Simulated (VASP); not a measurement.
# B4Pd (P-6m2) in VASP: a series of runs, part 2 of 2

VASP 6.6.1.

### 5 Single point, PBE

INCAR

```
PREC = Accurate
ENCUT = 520
EDIFF = 1E-6
ISMEAR = 0
SIGMA = 0.1
LREAL = False
LASPH = True
NELM = 60
ALGO = Normal
ISIF = 2
LWAVE = False
LCHARG = False
GGA = PE
NBANDS = 19
```

KPOINTS

```
Automatic mesh
0
Gamma
  12 12 6
```

POSCAR

```
B4Pd
1.0
    3.0113539230      0.0000000000      0.0000000000
   -1.5056769615      2.6079089971      0.0000000000
    0.0000000000      0.0000000000      5.9353942668
B Pd
4 1
Direct
    0.0000000000      0.0000000000      0.3255099365
    0.0000000000      0.0000000000      0.6744900635
    0.3333333333      0.6666666667      0.6425685753
    0.3333333333      0.6666666667      0.3574314247
    0.3333333333      0.6666666667      0.0000000000
```

Potentials or basis: VASP PAW PBE potentials, release 64 (B, Pd).

Started as:

```bash
$ cat potpaw_PBE.64/B/POTCAR potpaw_PBE.64/Pd/POTCAR > POTCAR
$ mpirun -np 1 vasp_std > vasp.out
```

OUTCAR:

```text
PREC = Accurate
   ENCUT = 520
   EDIFF = 1E-6
   ISMEAR = 0
   LREAL = False
   LASPH = True
   NELM = 60
   ISIF = 2
   GGA = PE

 ion  position               nearest neighbor table
   1  0.000  0.000  0.326-   4 1.75   4 1.75   4 1.75   2 2.07   5 2.60   5 2.60   5 2.60
   2  0.000  0.000  0.674-   3 1.75   3 1.75   3 1.75   1 2.07   5 2.60   5 2.60   5 2.60
   3  0.333  0.667  0.643-   4 1.69   2 1.75   2 1.75   2 1.75   5 2.12
   4  0.333  0.667  0.357-   3 1.69   1 1.75   1 1.75   1 1.75   5 2.12
   5  0.333  0.667  0.000-   3 2.12   4 2.12   1 2.60   2 2.60   1 2.60   2 2.60   1 2.60   2 2.60

  LATTYP: Found a hexagonal cell.
 ALAT       =     3.0113539230
 C/A-ratio  =     1.9710052085

  Lattice vectors:

 A1 = (   3.0113539230,   0.0000000000,   0.0000000000)
 A2 = (  -1.5056769615,   2.6079089971,   0.0000000000)
 A3 = (   0.0000000000,   0.0000000000,   5.9353942668)

Analysis of symmetry for initial positions (statically):
=====================================================================
 Subroutine PRICEL returns:
 Original cell was already a primitive cell.

 Routine SETGRP: Setting up the symmetry group for a
 hexagonal supercell.

 Subroutine GETGRP returns: Found 12 space group operations
 (whereof 12 operations were pure point group operations)
 out of a pool of 24 trial point group operations.

The static configuration has the point symmetry D_3h.

Analysis of symmetry for dynamics (positions and initial velocities):
=====================================================================
 Subroutine PRICEL returns:
 Original cell was already a primitive cell.

 Routine SETGRP: Setting up the symmetry group for a
 hexagonal supercell.

 Subroutine GETGRP returns: Found 12 space group operations
 (whereof 12 operations were pure point group operations)
 out of a pool of 24 trial point group operations.

The dynamic configuration has the point symmetry D_3h.

[... 125 lines left out ...]
  volume/ion in A,a.u.               =       9.32        62.91
  Fermi-wavevector in a.u.,A,eV,Ry     =   1.274621  2.408685 22.104829  1.624659
  Thomas-Fermi vector in A             =   2.407379
   LORBIT       =      0    0 simple, 1 ext, 2 COOP (PROOUT), +10 PAW based schemes
   GGA     = PE    functional components
   LHFCALC =     F    Hartree Fock is set to
   AEXX    =    0.0000 exact exchange contribution
   IVDW    =     0    specifies the selected vdW correction
   LEPSILON=     F    determine dielectric tensor
   LRPA    =     F    only Hartree local field effects (RPA)
 non-spin polarized calculation
 Gauss-broadening in eV      SIGMA  =   0.10
  energy-cutoff  :      520.00
  volume of cell :       46.61
 maximum number of plane-waves:      1279
 NGX is ok and might be reduce to    24
   NGX = 11   NGY = 11   NGZ = 23

 number of electron      21.9999999 magnetization

 Free energy of the ion-electron system (eV)
  ---------------------------------------------------
  ext. energy  EPLUGINS =         0.00000000
  ---------------------------------------------------
  free energy    TOTEN  =       -29.64486207 eV

  energy without entropy =      -29.62941190  energy(sigma->0) =      -29.63713699

 E-fermi :   6.6573     XC(G=0): -11.8909

 val. band max:        6.6525218783   @ k =   0.1667   0.0000   0.5000
 cond. band min:       6.6644239709   @ k =   0.2500   0.2500   0.1667
 fundamental gap:      0.0119020926
 Fermi energy:         6.6572829676

 k-point     1 :       0.0000    0.0000    0.0000
  band No.  band energies     occupation
      1      -7.1040      2.00000
      2      -2.9194      2.00000
      3      -0.6474      2.00000
      4       1.8264      2.00000
      5       3.8102      2.00000
      6       3.8102      2.00000
[... 505 lines left out ...]
      6       2.8724      2.00000
[... 11 lines left out ...]
     18      17.3500      0.00000
     19      18.2640      0.00000

 [... further k-points ...]

------------------------ aborting loop because EDIFF is reached ----------------------------------------

  FORCE on cell =-STRESS in cart. coord.  units (eV):
  Direction    XX          YY          ZZ          XY          YZ          ZX
  --------------------------------------------------------------------------------------
  -------------------------------------------------------------------------------------
  Total       -0.0025557     -0.0025557      0.0063819      0.0000000     -0.0000000      0.0000000
  in kB       -0.0878438     -0.0878438      0.2193613      0.0000000     -0.0000000      0.0000000
  external PRESSURE =       0.0145579 kB  Pullay stress =       0.0000000 kB

 VOLUME and BASIS-vectors are now :
 -----------------------------------------------------------------------------
  energy-cutoff  :      520.00
  volume of cell :       46.61
      direct lattice vectors                 reciprocal lattice vectors
     3.011353923  0.000000000  0.000000000     0.332076543  0.191724481  0.000000000
    -1.505676962  2.607908997  0.000000000     0.000000000  0.383448963  0.000000000
     0.000000000  0.000000000  5.935394267     0.000000000  0.000000000  0.168480804

 POSITION                                       TOTAL-FORCE (eV/Angst)
 -----------------------------------------------------------------------------------
      0.00000      0.00000      1.93203         0.000000     -0.000000     -0.007894
      0.00000      0.00000      4.00336         0.000000     -0.000000      0.007894
     -0.00000      1.73861      3.81390        -0.000000      0.000000     -0.006643
     -0.00000      1.73861      2.12150        -0.000000      0.000000      0.006643
     -0.00000      1.73861      0.00000         0.000000     -0.000000      0.000000
 -----------------------------------------------------------------------------------
    total drift:                                0.000000     -0.000000     -0.000000

  FREE ENERGIE OF THE ION-ELECTRON SYSTEM (eV)
  ---------------------------------------------------
  free  energy   TOTEN  =       -29.6448620747 eV

  energy  without entropy=      -29.6294118977  energy(sigma->0) =      -29.63713699
```

Run time: 50 s. Hardware: 1 thread of Intel Xeon 6975P-C, shared host; peak memory 0.21 GiB.

Results:

| Item | Value |
| --- | --- |
| Free energy | -29.6449 eV |
| Pressure | 0.0 GPa |
| Largest force | 0.008 eV/Å |
| Band gap on the k mesh | zero (band 11 reaches 9.20 eV, above the bottom of band 12 at 5.86 eV) |

Forces on the atoms (eV/Å):
```
B    0.000  0.000 -0.008
B    0.000  0.000  0.008
B    0.000  0.000 -0.007
B    0.000  0.000  0.007
Pd   0.000  0.000  0.000
```

Levels at points of the mesh, in eV from the Fermi level:
| k point | band 9 | band 10 | band 11 | band 12 | band 13 | band 14 |
| --- | --- | --- | --- | --- | --- | --- |
| (0.00, 0.00, 0.00) | -0.61 | -0.61 | 2.54 | 2.54 | 3.42 | 4.31 |
| (0.50, 0.00, 0.00) | -1.34 | -1.10 | -1.04 | 0.86 | 0.91 | 4.72 |
| (0.00, 0.00, 0.50) | 0.06 | 0.06 | 0.06 | 1.97 | 1.97 | 4.68 |
| (0.50, 0.00, 0.50) | -1.28 | -1.09 | -0.78 | -0.45 | 2.67 | 2.69 |

### 6 Relaxation of cell and atoms, PBE

INCAR

```
ALGO     = Normal         # electronic algorithm
EDIFF    = 1E-7           # SCF threshold, eV
EDIFFG   = -0.01          # ionic threshold
ENCUT    = 600            # plane-wave cutoff, eV
GGA      = PE             # functional
IBRION   = 2              # ionic algorithm
ISIF     = 3              # what is computed and relaxed
ISMEAR   = 0              # smearing method
LASPH    = True           # aspherical terms in the spheres
LCHARG   = False          # write CHGCAR
LREAL    = False          # projectors in reciprocal space
LWAVE    = False          # write WAVECAR
NELM     = 80             # most SCF steps
NSW      = 100            # ionic steps
PREC     = Accurate       # precision mode
SIGMA    = 0.1            # smearing width, eV
```

KPOINTS

```
k-points
0
Gamma
  12 12 6
```

POSCAR

```
B4Pd
1.0
    3.0085595785      0.0000000000      0.0000000000
   -1.5042797893      2.6054890238      0.0000000000
    0.0000000000      0.0000000000      5.9447495021
B Pd
4 1
Direct
    0.0000000000      0.0000000000      0.3250694122
    0.0000000000      0.0000000000      0.6749305878
    0.3333333333      0.6666666667      0.6431354947
    0.3333333333      0.6666666667      0.3568645053
    0.3333333333      0.6666666667      0.0000000000
```

Potentials or basis: VASP PAW PBE potentials, release 64 (B, Pd).

Started as:

```bash
$ cat potpaw_PBE.64/B/POTCAR potpaw_PBE.64/Pd/POTCAR > POTCAR
$ mpirun -np 1 vasp_std > vasp.out
```

Wall time 89 s (1 thread of Intel Xeon 6975P-C, shared host); peak memory 0.22 GiB.

The run converged. Its results:

```yaml
Free_energy: -29.6477 eV
Energy_gained_by_relaxing: 0.1 meV/atom
Ionic_steps: 4
Pressure_after_relaxing: 0.0 GPa
Band_gap_on_the_k_mesh: zero (band 11 reaches 9.21 eV, above the bottom of band 12 at 5.86 eV)
```

The path:
```csv
step,energy change (eV),largest force (eV/Å),pressure (GPa),volume (Å³)
1,0.0000,0.1292,0.02,46.60
2,-0.0005,0.0849,-0.03,46.61
3,-0.0007,0.0119,-0.02,46.61
4,-0.0007,0.0015,0.02,46.60
```

Final structure:
```
CELL_PARAMETERS angstrom
3.01104 0.00000 0.00000
-1.50552 2.60764 0.00000
0.00000 0.00000 5.93479
ATOMIC_POSITIONS crystal
B 0.00000 0.00000 0.32522
B 0.00000 0.00000 0.67478
B 0.33333 0.66667 0.64249
B 0.33333 0.66667 0.35751
Pd 0.33333 0.66667 0.00000
```

Levels at points of the mesh, in eV from the Fermi level:
| k point | band 9 | band 10 | band 11 | band 12 | band 13 | band 14 |
| --- | --- | --- | --- | --- | --- | --- |
| (0.00, 0.00, 0.00) | -0.60 | -0.60 | 2.55 | 2.55 | 3.41 | 4.31 |
| (0.50, 0.00, 0.00) | -1.34 | -1.10 | -1.05 | 0.86 | 0.92 | 4.73 |
| (0.00, 0.00, 0.50) | 0.05 | 0.07 | 0.07 | 1.97 | 1.97 | 4.69 |
| (0.50, 0.00, 0.50) | -1.28 | -1.09 | -0.78 | -0.45 | 2.68 | 2.68 |

### 7 The runs side by side

| task | cell | k mesh | cutoff (eV) | gap on the mesh (eV) | pressure (GPa) | relaxed volume (Å³/atom) | largest force (eV/Å) |
| --- | --- | --- | --- | --- | --- | --- | --- |
| single point | a = 3.009, b = 3.009, c = 5.945 Å, angles 90.0, 90.0, 120.0°, 5 atoms | 6 × 6 × 4 | 520 | none | 0.0 | - | 0.02 |
| single point | a = 3.217, b = 3.217, c = 5.525 Å, angles 90.0, 90.0, 120.0°, 5 atoms | 6 × 6 × 4 | 520 | none | 7.4 | - | 14.39 |
| relaxation of cell and atoms | relaxed from a = 3.217, b = 3.217, c = 5.525 Å, angles 90.0, 90.0, 120.0°, 5 atoms | 6 × 6 × 4 | 600 | none | 0.1 | 9.31 | 0.04 |
| single point | a = 3.011, b = 3.011, c = 5.935 Å, angles 90.0, 90.0, 120.0°, 5 atoms | 12 × 12 × 6 | 520 | none | 0.0 | - | 0.01 |
| relaxation of cell and atoms | relaxed from a = 3.009, b = 3.009, c = 5.945 Å, angles 90.0, 90.0, 120.0°, 5 atoms | 12 × 12 × 6 | 600 | none | 0.0 | 9.32 | - |

Alike in all rows: level PBE; potentials or basis VASP PAW PBE potentials, release 64 (B, Pd); no spin polarisation; smearing gaussian 0.1 eV.

Caveats: some runs use coarse meshes; forces of over 1 eV/Å act on the atoms, so gaps and moduli don't describe the material at rest (some runs).

Total energies depend on the potentials used, so only differences within one code and one set of settings carry meaning.
